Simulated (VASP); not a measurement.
# Ir (Fm-3m) in VASP: further runs

The runs below take Ir through single point, with r2SCAN.

All numbers are computed with VASP 6.6.1; they aren't measurements. Logs are shortened: lines on timing, memory, paths and dates and some standing lists are left out, and cuts for length are marked.

### Step 1. The cell of the first run

It takes space group Fm-3m (No. 225, cubic). The conventional cell has a = 3.844 Å, b = 3.844 Å, c = 3.844 Å, α = 90.00°, β = 90.00°, γ = 90.00°. Within 3.6 Å of Ir (site symmetry m-3m) lie 12 Ir at 2.72 Å.

### Step 2. Single point, r2SCAN (14.20 Å³/atom)

File POSCAR:

```
Ir
1.0
    0.0000000000      1.9221589938      1.9221589938
    1.9221589938      0.0000000000      1.9221589938
    1.9221589938      1.9221589938      0.0000000000
Ir
1
Direct
    0.0000000000      0.0000000000      0.0000000000
```

File INCAR.step1:

```
ALGO = Normal
EDIFF = 1E-5
ENCUT = 620
GGA = PE
GGA_COMPAT = F
ISMEAR = 0
LASPH = T
LCHARG = F
LREAL = F
LWAVE = T
NBANDS = 14
NELM = 120
PREC = Accurate
SIGMA = 0.05
```

File INCAR.step2:

```
ALGO = Normal
EDIFF = 1E-6
ENCUT = 620
GGA_COMPAT = F
ISIF = 2
ISMEAR = 0
ISTART = 1
LASPH = T
LCHARG = F
LMIXTAU = T
LREAL = F
LWAVE = F
METAGGA = R2SCAN
NBANDS = 14
NELM = 120
PREC = Accurate
SIGMA = 0.05
```

File KPOINTS:

```
k-points
0
Gamma
  18 18 18
```

Potentials or basis: VASP PAW PBE potentials, release 64 (Ir_sv_GW).

Run with:

```bash
$ cat potpaw_PBE.64/Ir_sv_GW/POTCAR > POTCAR
$ cp INCAR.step1 INCAR
$ mpirun -np 1 vasp_std > vasp.out
$ cp INCAR.step2 INCAR
$ mpirun -np 1 vasp_std > vasp.out
```

OUTCAR:

```text
EDIFF = 1E-6
   ENCUT = 620
   ISIF = 2
   ISMEAR = 0
   ISTART = 1
   LASPH = T
   LREAL = F
   METAGGA = R2SCAN
   NELM = 120
   PREC = Accurate

 ion  position               nearest neighbor table
   1  0.000  0.000  0.000-

  LATTYP: Found a face centered cubic cell.
 ALAT       =     3.8443179876

  Lattice vectors:

 A1 = (   0.0000000000,   1.9221589938,   1.9221589938)
 A2 = (   1.9221589938,   0.0000000000,   1.9221589938)
 A3 = (   1.9221589938,   1.9221589938,   0.0000000000)

Analysis of symmetry for initial positions (statically):
=====================================================================
 Subroutine PRICEL returns:
 Original cell was already a primitive cell.

 Routine SETGRP: Setting up the symmetry group for a
 face centered cubic supercell.

 Subroutine GETGRP returns: Found 48 space group operations
 (whereof 48 operations were pure point group operations)
 out of a pool of 48 trial point group operations.

The static configuration has the point symmetry O_h .

Analysis of symmetry for dynamics (positions and initial velocities):
=====================================================================
 Subroutine PRICEL returns:
 Original cell was already a primitive cell.

 Routine SETGRP: Setting up the symmetry group for a
 face centered cubic supercell.

 Subroutine GETGRP returns: Found 48 space group operations
 (whereof 48 operations were pure point group operations)
 out of a pool of 48 trial point group operations.

The dynamic configuration has the point symmetry O_h .

 Subroutine INISYM returns: Found 48 space group operations
 (whereof 48 operations are pure point group operations),
 and found     1 'primitive' translations

----------------------------------------------------------------------------------------

                                     Primitive cell

  volume of cell :      14.2036

  direct lattice vectors                    reciprocal lattice vectors
     0.000000000  1.922158994  1.922158994    -0.260124163  0.260124163  0.260124163
     1.922158994  0.000000000  1.922158994     0.260124163 -0.260124163  0.260124163
     1.922158994  1.922158994  0.000000000     0.260124163  0.260124163 -0.260124163

  length of vectors
     2.718343318  2.718343318  2.718343318     0.450548267  0.450548267  0.450548267

  position of ions in fractional coordinates (direct lattice)
     0.000000000  0.000000000  0.000000000

  ion indices of the primitive-cell ions
   primitive index   ion index
                 1           1

----------------------------------------------------------------------------------------

 KPOINTS: k-points

Automatic generation of k-mesh.
 Grid dimensions read from file:
 generate k-points for:   18   18   18

 Generating k-lattice:

  Cartesian coordinates                     Fractional coordinates (reciprocal lattice)
    -0.014451342  0.014451342  0.014451342     0.055555556  0.000000000  0.000000000
     0.014451342 -0.014451342  0.014451342     0.000000000  0.055555556  0.000000000
     0.014451342  0.014451342 -0.014451342     0.000000000  0.000000000  0.055555556

  Length of vectors
     0.025030459  0.025030459  0.025030459

  Shift w.r.t. Gamma in fractional coordinates (k-lattice)
     0.000000000  0.000000000  0.000000000

 Subroutine IBZKPT returns following result:
 ===========================================

 Found    195 irreducible k-points:

 Following reciprocal coordinates:
            Coordinates               Weight
  0.000000  0.000000  0.000000      1.000000
  0.055556  0.000000  0.000000      8.000000
  0.111111  0.000000  0.000000      8.000000
  0.166667  0.000000  0.000000      8.000000
  0.222222  0.000000  0.000000      8.000000
  0.277778  0.000000  0.000000      8.000000
[... 16 lines left out ...]
 -0.277778  0.055556  0.000000     24.000000
 -0.222222  0.055556  0.000000     24.000000
 [... further k-points ...]
   k-points           NKPTS =    195   k-points in BZ     NKDIM =    195   number of bands    NBANDS=     14
   number of dos      NEDOS =    301   number of ions     NIONS =      1
   total plane-waves  NPLWV =  13824
   dimension x,y,z NGX =    24 NGY =   24 NGZ =   24
   dimension x,y,z NGXF=    48 NGYF=   48 NGZF=   48
   ions per type =               1
   NGX,Y,Z   is equivalent  to a cutoff of  14.68, 14.68, 14.68 a.u.
   NGXF,Y,Z  is equivalent  to a cutoff of  29.36, 29.36, 29.36 a.u.
 SYSTEM =  unknown system
   PREC   = accura    normal or accurate (medium, high low for compatibility)
   ISTART =      1    job   : 0-new  1-cont  2-samecut
   ICHARG =      0    charge: 1-file 2-atom 10-const
   ISPIN  =      1    spin polarized calculation?
   LNONCOLLINEAR =      F non collinear calculations
   LSORBIT =      F    spin-orbit coupling
   LASPH  =      T    aspherical Exc in radial PAW
   ENCUT  =  620.0 eV  45.57 Ry    6.75 a.u.   5.52  5.52  5.52*2*pi/ulx,y,z
   NELM   =    120;   NELMIN=  2; NELMDL=  0     # of ELM steps
   EDIFF  = 0.1E-05   stopping-criterion for ELM
   LREAL  =      F    real-space projection
   EDIFFG = 0.1E-04   stopping-criterion for IOM
   NSW    =      0    number of steps for IOM
   IBRION =     -1    ionic relax: 0-MD 1-quasi-New 2-CG
   NFREE  =      0    steps in history (QN), initial steepest desc. (CG)
   ISIF   =      2    stress and relaxation
   ISYM   =      2    0-nonsym 1-usesym 2-fastsym
   POTIM  = 0.5000    time-step for ionic-motion
   TEBEG  =    0.0;   TEEND  =   0.0 temperature during run
   PSTRESS=    0.0 pullay stress
   NELECT =      17.0000    total number of electrons
   NUPDOWN=      -1.0000    fix difference up-down
   EMIN   =  10.00;   EMAX   =-10.00  energy-range for DOS
   EFERMI =   0.00;   METHOD = LEGACY
   ISMEAR =     0;   SIGMA  =   0.05  broadening in eV -4-tet -1-fermi 0-gaus
   EFERMI_NEDOS =   21; number of points for ismear=-14 and -15
   IALGO  =     38    algorithm
   IMIX   =      4    mixing-type and parameters
     AMIX     =   0.40;   BMIX     =  1.00
     AMIX_MAG =   1.60;   BMIX_MAG =  1.00
  volume/ion in A,a.u.               =      14.20        95.85
  Fermi-wavevector in a.u.,A,eV,Ry     =   1.738168  3.284662 41.106318  3.021229
  Thomas-Fermi vector in A             =   2.811252
   LORBIT       =      0    0 simple, 1 ext, 2 COOP (PROOUT), +10 PAW based schemes
   METAGGA = R2SCAN    functional components
   LHFCALC =     F    Hartree Fock is set to
   AEXX    =    0.0000 exact exchange contribution
   IVDW    =     0    specifies the selected vdW correction
   LEPSILON=     F    determine dielectric tensor
   LRPA    =     F    only Hartree local field effects (RPA)
 non-spin polarized calculation
 Gauss-broadening in eV      SIGMA  =   0.05
  energy-cutoff  :      620.00
  volume of cell :       14.20
 maximum number of plane-waves:       531
 NGX is ok and might be reduce to    24
   NGX = 11   NGY = 11   NGZ = 11

 number of electron      17.0000000 magnetization

 Free energy of the ion-electron system (eV)
  ---------------------------------------------------
  ext. energy  EPLUGINS =         0.00000000
  ---------------------------------------------------
  free energy    TOTEN  =       -52.91020885 eV

  energy without entropy =      -52.90905606  energy(sigma->0) =      -52.90963246

 E-fermi :  12.6283     XC(G=0): -15.8695

 val. band max:       12.6266502846   @ k =   0.5000   0.2222   0.1111
 cond. band min:      12.6356847697   @ k =  -0.3333   0.3333   0.0000
 fundamental gap:      0.0090344851
 Fermi energy:        12.6282584677

 k-point     1 :       0.0000    0.0000    0.0000
  band No.  band energies     occupation
      1     -82.4631      2.00000
      2     -38.2597      2.00000
      3     -38.2597      2.00000
      4     -38.2597      2.00000
      5       1.1274      2.00000
      6       8.6123      2.00000
      7       8.6123      2.00000
      8       8.6123      2.00000
      9      11.3030      2.00000
     10      11.3030      2.00000
     11      26.8625      0.00000
     12      32.6384      0.00000
     13      32.6384      0.00000
     14      32.6384      0.00000

 k-point     2 :       0.0556    0.0000    0.0000
  band No.  band energies     occupation
      1     -82.4609      2.00000
      2     -38.2858      2.00000
      3     -38.2632      2.00000
      4     -38.2632      2.00000
      5       1.2714      2.00000
      6       8.5341      2.00000
      7       8.6740      2.00000
      8       8.6740      2.00000
      9      11.2625      2.00000
     10      11.2625      2.00000
     11      27.1119      0.00000
     12      32.0013      0.00000
     13      32.8773      0.00000
     14      32.8773      0.00000

 k-point     3 :       0.1111    0.0000    0.0000
  band No.  band energies     occupation
      1     -82.4542      2.00000
      2     -38.3605      2.00000
      3     -38.2734      2.00000
      4     -38.2734      2.00000
      5       1.6879      2.00000
      6       8.3338      2.00000
      7       8.8350      2.00000
      8       8.8350      2.00000
      9      11.1748      2.00000
     10      11.1748      2.00000
     11      27.7977      0.00000
     12      30.6584      0.00000
     13      33.5749      0.00000
     14      33.5749      0.00000
[... 324 lines left out ...]
 k-point    23 :      -0.2778    0.0556    0.0000
  band No.  band energies     occupation
      1     -82.4142      2.00000
      2     -38.8023      2.00000
      3     -38.3635      2.00000
      4     -38.3269      2.00000
      5       4.0131      2.00000
      6       8.2844      2.00000
      7       8.8985      2.00000
      8       9.0038      2.00000
      9      11.5415      2.00000
     10      12.4871      1.99993
     11      25.6282      0.00000
     12      29.1759      0.00000
     13      34.9482      0.00000
     14      36.8539      0.00000

 k-point    24 :      -0.2222    0.0556    0.0000
  band No.  band energies     occupation
      1     -82.4265      2.00000
      2     -38.6630      2.00000
      3     -38.3426      2.00000
      4     -38.3062      2.00000
      5       3.4304      2.00000
      6       7.9158      2.00000
      7       9.0599      2.00000
      8       9.1541      2.00000
      9      11.0267      2.00000
     10      11.9154      2.00000
     11      27.2203      0.00000
     12      29.7586      0.00000
     13      35.1926      0.00000
     14      36.4602      0.00000

 [... further k-points ...]
[... 5 lines left out ...]
  --------------------------------------------------------------------------------------
  -------------------------------------------------------------------------------------
  Total       -0.0901070     -0.0901070     -0.0901070      0.0000000      0.0000000      0.0000000
  in kB      -10.1641480    -10.1641480    -10.1641480      0.0000000      0.0000000      0.0000000
  external PRESSURE =     -10.1641480 kB  Pullay stress =       0.0000000 kB

 VOLUME and BASIS-vectors are now :
 -----------------------------------------------------------------------------
  energy-cutoff  :      620.00
  volume of cell :       14.20
      direct lattice vectors                 reciprocal lattice vectors
     0.000000000  1.922158994  1.922158994    -0.260124163  0.260124163  0.260124163
     1.922158994  0.000000000  1.922158994     0.260124163 -0.260124163  0.260124163
     1.922158994  1.922158994  0.000000000     0.260124163  0.260124163 -0.260124163

 POSITION                                       TOTAL-FORCE (eV/Angst)
 -----------------------------------------------------------------------------------
      0.00000      0.00000      0.00000         0.000000      0.000000      0.000000
 -----------------------------------------------------------------------------------
    total drift:                               -0.000000      0.000000     -0.000000

  FREE ENERGIE OF THE ION-ELECTRON SYSTEM (eV)
  ---------------------------------------------------
  free  energy   TOTEN  =       -52.9102088527 eV

  energy  without entropy=      -52.9090560631  energy(sigma->0) =      -52.90963246
```

It took 84 s on 1 thread of Intel Xeon Platinum 8488C (Sapphire Rapids), shared host; peak memory 0.19 GiB.

Results:

```
Free energy            : -52.9102 eV
Pressure               : -1.0 GPa
Band gap on the k mesh : zero (an odd number of electrons rules out a gap without spin polarisation)
```

Caveat: the PAW data sets were made with another functional, which shifts forces and pressure a little; spin-orbit coupling is left out, which moves the levels of the heavy elements.

[end of part 1 of 2]
